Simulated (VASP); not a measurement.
# ZnS (F-43m) in VASP: further runs

The runs below take ZnS through single point, with PBE-based screened hybrid with 25 % exact exchange, PBE-based screened hybrid with 40 % exact exchange, B3LYP.

Everything below comes from runs of VASP 6.6.1. Logs are shortened: lines on timing, memory, paths and dates and some standing lists are left out, and cuts for length are marked.

**Measured values to compare with.**

From “Electronic, vibrational, and thermodynamic properties of ZnS (zincblende and rocksalt structure)”, 2009, arxiv:0911.5022, for a bulk crystal of ZnS at 19 K: band gap 3.85 eV (direct).

The results are compared with them further down.

## 1. The cell of the first run

It takes space group F-43m (No. 216, cubic). Conventional cell: a = 5.404 Å, b = 5.404 Å, c = 5.404 Å, α = 90.00°, β = 90.00°, γ = 90.00°. Zn (site symmetry -43m) has 4 S at 2.34 Å within 3.1 Å. S (site symmetry -43m) has 4 Zn at 2.34 Å within 3.1 Å.

## 2. Single point, PBE-based screened hybrid with 25 % exact exchange

The input, POSCAR:

```
ZnS
1.0
    0.0000000000      2.7020000000      2.7020000000
    2.7020000000      0.0000000000      2.7020000000
    2.7020000000      2.7020000000      0.0000000000
Zn S
1 1
Direct
    0.7500000000      0.7500000000      0.7500000000
    0.0000000000      0.0000000000      0.0000000000
```

The input, INCAR.step1:

```
SYSTEM = ZnS
PREC     = Accurate       ! precision mode
ENCUT    = 520            ! plane-wave cutoff, eV
EDIFF    = 1E-5           ! SCF threshold, eV
ISMEAR   = -1             ! smearing method
SIGMA    = 0.05           ! smearing width, eV
LREAL    = .FALSE.        ! projectors in reciprocal space
LASPH    = .TRUE.         ! aspherical terms in the spheres
NELM     = 80             ! most SCF steps
ALGO     = Normal         ! electronic algorithm
ISIF     = 2              ! what is computed and relaxed
LWAVE    = .TRUE.         ! write WAVECAR
LCHARG   = .FALSE.        ! write CHGCAR
GGA      = PE             ! functional
NBANDS   = 16             ! bands
```

The input, INCAR.step2:

```
SYSTEM = ZnS
PREC     = Accurate       ! precision mode
ENCUT    = 520            ! plane-wave cutoff, eV
EDIFF    = 1E-7           ! SCF threshold, eV
ISMEAR   = -1             ! smearing method
SIGMA    = 0.05           ! smearing width, eV
LREAL    = .FALSE.        ! projectors in reciprocal space
LASPH    = .TRUE.         ! aspherical terms in the spheres
NELM     = 80             ! most SCF steps
ALGO     = Normal         ! electronic algorithm
ISIF     = 2              ! what is computed and relaxed
LWAVE    = .FALSE.        ! write WAVECAR
LCHARG   = .FALSE.        ! write CHGCAR
GGA      = PE             ! functional
LHFCALC  = .TRUE.         ! exact exchange
AEXX     = 0.25           ! exact-exchange fraction
HFSCREEN = 0.4            ! screening, 1/A
PRECFOCK = Normal       
ISTART   = 1            
NBANDS   = 16             ! bands
```

The input, KPOINTS:

```
Automatic mesh
0
G
  5 5 5
  0 0 0
```

Potentials or basis: VASP PAW PBE potentials, release 64 (Zn, S).

Started as:

```bash
> cat potpaw_PBE.64/Zn/POTCAR potpaw_PBE.64/S/POTCAR > POTCAR
> cp INCAR.step1 INCAR
> mpirun -np 1 vasp_std > vasp.out
> cp INCAR.step2 INCAR
> mpirun -np 1 vasp_std > vasp.out
```

OUTCAR:

```text
SYSTEM = ZnS
   PREC = Accurate
   ENCUT = 520
   EDIFF = 1E-7
   ISMEAR = -1
   LREAL = .FALSE.
   LASPH = .TRUE.
   NELM = 80
   ISIF = 2
   GGA = PE
   LHFCALC = .TRUE.
   AEXX = 0.25
   HFSCREEN = 0.4
   PRECFOCK = Normal
   ISTART = 1

 ion  position               nearest neighbor table
   1  0.750  0.750  0.750-   2 2.34   2 2.34   2 2.34   2 2.34
   2  0.000  0.000  0.000-   1 2.34   1 2.34   1 2.34   1 2.34

  LATTYP: Found a face centered cubic cell.
 ALAT       =     5.4040000000

  Lattice vectors:

 A1 = (   0.0000000000,   2.7020000000,   2.7020000000)
 A2 = (   2.7020000000,   0.0000000000,   2.7020000000)
 A3 = (   2.7020000000,   2.7020000000,   0.0000000000)

Analysis of symmetry for initial positions (statically):
=====================================================================
 Subroutine PRICEL returns:
 Original cell was already a primitive cell.

 Routine SETGRP: Setting up the symmetry group for a
 face centered cubic supercell.

 Subroutine GETGRP returns: Found 24 space group operations
 (whereof 24 operations were pure point group operations)
 out of a pool of 48 trial point group operations.

The static configuration has the point symmetry T_d .

Analysis of symmetry for dynamics (positions and initial velocities):
=====================================================================
 Subroutine PRICEL returns:
 Original cell was already a primitive cell.

 Routine SETGRP: Setting up the symmetry group for a
 face centered cubic supercell.

 Subroutine GETGRP returns: Found 24 space group operations
 (whereof 24 operations were pure point group operations)
 out of a pool of 48 trial point group operations.

The dynamic configuration has the point symmetry T_d .

 Subroutine INISYM returns: Found 24 space group operations
 (whereof 24 operations are pure point group operations),
 and found     1 'primitive' translations

----------------------------------------------------------------------------------------

                                     Primitive cell

  volume of cell :      39.4535

  direct lattice vectors                    reciprocal lattice vectors
     0.000000000  2.702000000  2.702000000    -0.185048113  0.185048113  0.185048113
[... 74 lines left out ...]
   NSW    =      0    number of steps for IOM
   IBRION =     -1    ionic relax: 0-MD 1-quasi-New 2-CG
   NFREE  =      0    steps in history (QN), initial steepest desc. (CG)
   ISIF   =      2    stress and relaxation
   ISYM   =      3    0-nonsym 1-usesym 2-fastsym
   POTIM  = 0.5000    time-step for ionic-motion
   TEBEG  =    0.0;   TEEND  =   0.0 temperature during run
   PSTRESS=    0.0 pullay stress
   NELECT =      18.0000    total number of electrons
   NUPDOWN=      -1.0000    fix difference up-down
   EMIN   =  10.00;   EMAX   =-10.00  energy-range for DOS
   EFERMI =   0.00;   METHOD = LEGACY
   ISMEAR =    -1;   SIGMA  =   0.05  broadening in eV -4-tet -1-fermi 0-gaus
   EFERMI_NEDOS =   21; number of points for ismear=-14 and -15
   IALGO  =     38    algorithm
   IMIX   =      1    mixing-type and parameters
     AMIX     =   0.40;   BMIX     =  1.00
     AMIX_MAG =   1.60;   BMIX_MAG =  1.00
  volume/ion in A,a.u.               =      19.73       133.12
  Fermi-wavevector in a.u.,A,eV,Ry     =   1.260290  2.381602 21.610537  1.588330
  Thomas-Fermi vector in A             =   2.393807
   LORBIT       =      0    0 simple, 1 ext, 2 COOP (PROOUT), +10 PAW based schemes
   GGA     = PE    functional components
   LHFCALC =     T    Hartree Fock is set to
   PRECFOCK=normal    Normal, Fast or Accurate (Low or Medium for compatibility)
   ENCUT4O =  -1.0   cutoff for four orbital integrals eV
   NKREDX  =     1    reduce k-point grid by
   NKREDY  =     1    reduce k-point grid by
   NKREDZ  =     1    reduce k-point grid by
   AEXX    =    0.2500 exact exchange contribution
   HFSCREEN=    0.4000 screening length (either q_TF or 0.3 A-1)
   HFSCREENC=   0.4000 screening length for correlation (either q_TF or 0.3 A-1)
   ENCUTFOCK=  -1.0 apply spherical cutoff to Coloumb kernel
   IVDW    =     0    specifies the selected vdW correction
   LEPSILON=     F    determine dielectric tensor
   LRPA    =     F    only Hartree local field effects (RPA)
 non-spin polarized calculation
  energy-cutoff  :      520.00
  volume of cell :       39.45
 maximum number of plane-waves:      1073
  NGX = 24; NGY = 24; NGZ = 24

 number of electron      18.0000000 magnetization

 Free energy of the ion-electron system (eV)
  ---------------------------------------------------
  ext. energy  EPLUGINS =         0.00000000
  ---------------------------------------------------
  free energy    TOTEN  =        -7.92846703 eV

  energy without entropy =       -7.92846703  energy(sigma->0) =       -7.92846703

 E-fermi :   2.7137     XC(G=0):  -8.2484

 val. band max:        1.6063391827   @ k =   0.0000   0.0000   0.0000
 cond. band min:       4.5534535962   @ k =   0.0000   0.0000   0.0000
 fundamental gap:      2.9471144135
 Fermi energy:         2.7137180240

 k-point     1 :       0.0000    0.0000    0.0000
  band No.  band energies     occupation
      1     -12.5133      2.00000
      2      -6.0895      2.00000
      3      -6.0895      2.00000
      4      -6.0895      2.00000
      5      -5.6480      2.00000
      6      -5.6480      2.00000
[... 167 lines left out ...]
      3      -5.8817      2.00000
      4      -5.7255      2.00000
      5      -5.6308      2.00000
      6      -5.3319      2.00000
[... 8 lines left out ...]
     15      16.0083      0.00000
     16      18.3369      0.00000

------------------------ aborting loop because EDIFF is reached ----------------------------------------

  FORCE on cell =-STRESS in cart. coord.  units (eV):
  Direction    XX          YY          ZZ          XY          YZ          ZX
  --------------------------------------------------------------------------------------
  -------------------------------------------------------------------------------------
  Total        0.3316876      0.3316876      0.3316876      0.0000000     -0.0000000     -0.0000000
  in kB       13.4695712     13.4695712     13.4695712      0.0000000     -0.0000000     -0.0000000
  external PRESSURE =      13.4695712 kB  Pullay stress =       0.0000000 kB

 VOLUME and BASIS-vectors are now :
 -----------------------------------------------------------------------------
  energy-cutoff  :      520.00
  volume of cell :       39.45
      direct lattice vectors                 reciprocal lattice vectors
     0.000000000  2.702000000  2.702000000    -0.185048113  0.185048113  0.185048113
     2.702000000  0.000000000  2.702000000     0.185048113 -0.185048113  0.185048113
     2.702000000  2.702000000  0.000000000     0.185048113  0.185048113 -0.185048113

 POSITION                                       TOTAL-FORCE (eV/Angst)
 -----------------------------------------------------------------------------------
      4.05300      4.05300      4.05300         0.000000      0.000000      0.000000
      0.00000      0.00000      0.00000        -0.000000     -0.000000     -0.000000
 -----------------------------------------------------------------------------------
    total drift:                                0.000046      0.000035      0.000025

  FREE ENERGIE OF THE ION-ELECTRON SYSTEM (eV)
  ---------------------------------------------------
  free  energy   TOTEN  =        -7.9284670286 eV

  energy  without entropy=       -7.9284670286  energy(sigma->0) =       -7.92846703
```

OUTCAR.step1:

```text
SYSTEM = ZnS
   PREC = Accurate
   ENCUT = 520
   EDIFF = 1E-5
   ISMEAR = -1
   LREAL = .FALSE.
[... 394 lines left out ...]
      4.05300      4.05300      4.05300         0.000000     -0.000000      0.000000
      0.00000      0.00000      0.00000        -0.000000      0.000000     -0.000000
 -----------------------------------------------------------------------------------
    total drift:                                0.000001      0.000001      0.000001

  FREE ENERGIE OF THE ION-ELECTRON SYSTEM (eV)
  ---------------------------------------------------
  free  energy   TOTEN  =        -6.8358204052 eV

  energy  without entropy=       -6.8358204051  energy(sigma->0) =       -6.83582041
```

OSZICAR.step1:

```text
N       E                     dE             d eps       ncg     rms          rms(c)
DAV:   1     0.781835708034E+02    0.78184E+02   -0.85764E+03   328   0.132E+03
DAV:   2    -0.236477416983E+01   -0.80548E+02   -0.74402E+02   368   0.255E+02
DAV:   3    -0.722362526589E+01   -0.48589E+01   -0.48320E+01   400   0.584E+01
DAV:   4    -0.726705339615E+01   -0.43428E-01   -0.43421E-01   384   0.571E+00
DAV:   5    -0.726749698950E+01   -0.44359E-03   -0.44357E-03   408   0.567E-01    0.684E+00
DAV:   6    -0.685676124867E+01    0.41074E+00   -0.73891E-01   472   0.301E+01    0.535E+00
DAV:   7    -0.683603048160E+01    0.20731E-01   -0.25567E-01   368   0.452E+00    0.273E+00
DAV:   8    -0.683539854220E+01    0.63194E-03   -0.52800E-03   432   0.870E-01    0.733E-01
DAV:   9    -0.683565565045E+01   -0.25711E-03   -0.12656E-03   352   0.286E-01    0.970E-02
DAV:  10    -0.683582884178E+01   -0.17319E-03   -0.23393E-04   368   0.136E-01    0.465E-02
DAV:  11    -0.683582040517E+01    0.84366E-05   -0.34644E-05   392   0.777E-02
   1 F= -.68358204E+01 E0= -.68358204E+01  d E =-.672630E-10
```

Run time: 22 min. Hardware: 1 thread of Intel Xeon Platinum 8375C at 2.90GHz (Ice Lake), shared host; peak memory 0.26 GiB.

What came out:

```yaml
Free_energy: -7.9285 eV
Pressure: 1.3 GPa
Band_gap_on_the_k_mesh: 2.95 eV
```

Caveat: the PAW data sets were made with another functional, which shifts forces and pressure a little.

## 3. Single point, PBE-based screened hybrid with 25 % exact exchange

POSCAR is that of step 2.

The input, INCAR.step1:

```
ALGO = Normal
EDIFF = 1E-5
ENCUT = 520
GGA = PE
ISIF = 2
ISMEAR = -1
LASPH = T
LREAL = F
LWAVE = T
NBANDS = 16
NELM = 80
PREC = Accurate
SIGMA = 0.05
```

The input, INCAR.step2:

```
AEXX = 0.25
ALGO = Normal
EDIFF = 1E-6
ENCUT = 520
GGA = PE
HFSCREEN = 0.6
ISIF = 2
ISMEAR = -1
ISTART = 1
LASPH = T
LCHARG = T
LELF = T
LHFCALC = T
LREAL = F
LVHAR = T
LWAVE = F
NBANDS = 16
NELM = 80
PREC = Accurate
PRECFOCK = Normal
SIGMA = 0.05
```

The input, KPOINTS:

```
k-points
0
Gamma
  5 5 5
```

Potentials or basis: VASP PAW PBE potentials, release 64 (Zn, S).

Started as:

```bash
> cat potpaw_PBE.64/Zn/POTCAR potpaw_PBE.64/S/POTCAR > POTCAR
> cp INCAR.step1 INCAR
> mpirun -np 1 vasp_std > vasp.out
> cp INCAR.step2 INCAR
> mpirun -np 1 vasp_std > vasp.out
```

Wall time 16 min (1 thread of Intel Xeon Platinum 8375C at 2.90GHz (Ice Lake), shared host); peak memory 0.26 GiB.

Results (log left out):

```
Free energy            : -7.5815 eV
Pressure               : 1.7 GPa
Band gap on the k mesh : 2.69 eV
```

Levels at points of the mesh, in eV from the valence-band top:
```csv
k point,band 6,band 7,band 8,band 9,band 10,band 11,band 12,band 13
"(0.00, 0.00, 0.00)",-7.06,0.00,0.00,0.00,2.69,6.98,6.98,6.98
```

Caveat: the PAW data sets were made with another functional, which shifts forces and pressure a little.

## 4. Single point, PBE-based screened hybrid with 40 % exact exchange

POSCAR is that of step 3.

The input, INCAR.step1:

```
PREC     = Accurate       # precision mode
ENCUT    = 520            # plane-wave cutoff, eV
EDIFF    = 1E-5           # SCF threshold, eV
ISMEAR   = -1             # smearing method
SIGMA    = 0.05           # smearing width, eV
LREAL    = F              # projectors in reciprocal space
LASPH    = T              # aspherical terms in the spheres
NELM     = 100            # most SCF steps
ALGO     = Normal         # electronic algorithm
ISIF     = 2              # what is computed and relaxed
LWAVE    = T              # write WAVECAR
LCHARG   = F              # write CHGCAR
GGA      = PE             # functional
NBANDS   = 16             # bands
```

The input, INCAR.step2:

```
PREC     = Accurate       # precision mode
ENCUT    = 520            # plane-wave cutoff, eV
EDIFF    = 1E-6           # SCF threshold, eV
ISMEAR   = -1             # smearing method
SIGMA    = 0.05           # smearing width, eV
LREAL    = F              # projectors in reciprocal space
LASPH    = T              # aspherical terms in the spheres
NELM     = 100            # most SCF steps
ALGO     = Normal         # electronic algorithm
ISIF     = 2              # what is computed and relaxed
LWAVE    = F              # write WAVECAR
LCHARG   = F              # write CHGCAR
GGA      = PE             # functional
LHFCALC  = T              # exact exchange
AEXX     = 0.4            # exact-exchange fraction
HFSCREEN = 0.2            # screening, 1/A
PRECFOCK = Normal       
ISTART   = 1            
NBANDS   = 16             # bands
```

The input, KPOINTS:

```
regular mesh
0
Gamma
  5 5 5
```

Started as:

```bash
> cat potpaw_PBE.64/Zn/POTCAR potpaw_PBE.64/S/POTCAR > POTCAR
> cp INCAR.step1 INCAR
> mpirun -np 1 vasp_std > vasp.out
> cp INCAR.step2 INCAR
> mpirun -np 1 vasp_std > vasp.out
```

It took 18 min on 1 thread of Intel Xeon Platinum 8375C at 2.90GHz (Ice Lake), shared host; peak memory 0.26 GiB.

Results (log left out):

- Free energy: -9.3991 eV
- Pressure: 0.5 GPa
- Band gap on the k mesh: 4.12 eV

Levels at points of the mesh, in eV from the valence-band top:
```csv
k point,band 7,band 8,band 9,band 10,band 11,band 12
"(0.00, 0.00, 0.00)",0.00,0.00,0.00,4.12,8.51,8.51
```

Caveat: the PAW data sets were made with another functional, which shifts forces and pressure a little.

## 5. Single point, B3LYP

This run uses another cell than the first one, of 20.52 Å³/atom.

The input, POSCAR:

```
ZnS
1.0
    0.0000000000      2.7375567091      2.7375567091
    2.7375567091      0.0000000000      2.7375567091
    2.7375567091      2.7375567091      0.0000000000
Zn S
1 1
Direct
    0.7500000000      0.7500000000      0.7500000000
    0.0000000000      0.0000000000      0.0000000000
```

The input, INCAR.step1:

```
PREC = Accurate ; ENCUT = 520
EDIFF = 1E-5 ; ISMEAR = -1
SIGMA = 0.01 ; LREAL = False
LASPH = True ; NELM = 80
ALGO = Normal ; ISIF = 2
LWAVE = True ; LCHARG = False
GGA = PE ; NBANDS = 16
```

The input, INCAR.step2:

```
PREC = Accurate ; ENCUT = 520
EDIFF = 1E-7 ; ISMEAR = -1
SIGMA = 0.01 ; LREAL = False
LASPH = True ; NELM = 80
ALGO = Normal ; ISIF = 2
LWAVE = False ; LCHARG = False
GGA = B3 ; LHFCALC = True
AEXX = 0.2 ; AGGAX = 0.72
AGGAC = 0.81 ; ALDAC = 0.19
PRECFOCK = Normal ; ISTART = 1
NBANDS = 16
```

The input, KPOINTS:

```
Automatic mesh
0
Gamma
  6 6 6
```

Started as:

```bash
> cat potpaw_PBE.64/Zn/POTCAR potpaw_PBE.64/S/POTCAR > POTCAR
> cp INCAR.step1 INCAR
> mpirun -np 1 vasp_std > vasp.out
> cp INCAR.step2 INCAR
> mpirun -np 1 vasp_std > vasp.out
```

Wall time 36 min (1 thread of Intel Xeon Platinum 8259CL at 2.50GHz (Skylake/Cascade Lake), shared host); peak memory 0.19 GiB.

It converged, with:

```yaml
Free_energy: -7.6471 eV
Pressure: 0.7 GPa
Band_gap_on_the_k_mesh: 3.44 eV
```

Levels at points of the mesh, in eV from the valence-band top:
| k point | band 5 | band 6 | band 7 | band 8 | band 9 | band 10 | band 11 | band 12 | band 13 | band 14 |
| --- | --- | --- | --- | --- | --- | --- | --- | --- | --- | --- |
| (0.00, 0.00, 0.00) | -7.18 | -7.18 | 0.00 | 0.00 | 0.00 | 3.44 | 8.07 | 8.07 | 8.07 | 13.51 |
| (0.50, 0.00, 0.00) | -7.16 | -6.97 | -5.28 | -0.85 | -0.85 | 4.78 | 8.60 | 8.60 | 10.50 | 13.82 |
| (0.50, 0.50, 0.00) | -7.12 | -6.93 | -4.78 | -2.17 | -2.17 | 4.97 | 5.63 | 12.56 | 13.66 | 13.66 |

Caveat: the PAW data sets were made with another functional, which shifts forces and pressure a little.

## 6. Summary

| level | cell | k mesh | smearing | share of exact exchange | screening parameter | gap on the mesh (eV) | pressure (GPa) |
| --- | --- | --- | --- | --- | --- | --- | --- |
| PBE-based screened hybrid with 25 % exact exchange | a = 3.821 Å, angles 60.0°, 2 atoms | 5 × 5 × 5 | fermi-dirac 0.05 eV | 0.25 | 0.4 1/Å | 2.95 | 1.3 |
| PBE-based screened hybrid with 25 % exact exchange | a = 3.821 Å, angles 60.0°, 2 atoms | 5 × 5 × 5 | fermi-dirac 0.05 eV | 0.25 | 0.6 1/Å | 2.69 | 1.7 |
| PBE-based screened hybrid with 40 % exact exchange | a = 3.821 Å, angles 60.0°, 2 atoms | 5 × 5 × 5 | fermi-dirac 0.05 eV | 0.4 | 0.2 1/Å | 4.12 | 0.5 |
| B3LYP | a = 3.871 Å, angles 60.0°, 2 atoms | 6 × 6 × 6 | fermi-dirac 0.01 eV | 0.2 | - | 3.44 | 0.7 |

Alike in all rows: task single point; potentials or basis VASP PAW PBE potentials, release 64 (Zn, S); no spin polarisation; cutoff (eV) 520.

On the cell as given the gap runs from 2.69 eV (PBE-based screened hybrid with 25 % exact exchange) to 4.12 eV (PBE-based screened hybrid with 40 % exact exchange). The pressure there spans 0.5 GPa (PBE-based screened hybrid with 40 % exact exchange) to 1.7 GPa (PBE-based screened hybrid with 25 % exact exchange); a positive pressure means that this level wants a larger cell, a negative one a smaller.

Caveats: the PAW data sets were made with another functional, which shifts forces and pressure a little.

Absolute energies hang on the potentials; compare differences alone.

## 7. Against experiment

Step 4. Against the measured gap of ZnS, 3.85 eV (direct; 19 K; quoted in “Electronic, vibrational, and thermodynamic properties of ZnS (zincblende and rocksalt structure)”, 2009, arxiv:0911.5022), the calculated 4.12 eV is off by +0.27 eV. The value is that of PBE-based screened hybrid with 40 % exact exchange, without temperature or zero-point motion.

Step 5. Against the measured gap of ZnS, 3.85 eV (direct; 19 K; quoted in “Electronic, vibrational, and thermodynamic properties of ZnS (zincblende and rocksalt structure)”, 2009, arxiv:0911.5022), the calculated 3.44 eV is off by -0.41 eV. The value is that of B3LYP, without temperature or zero-point motion.
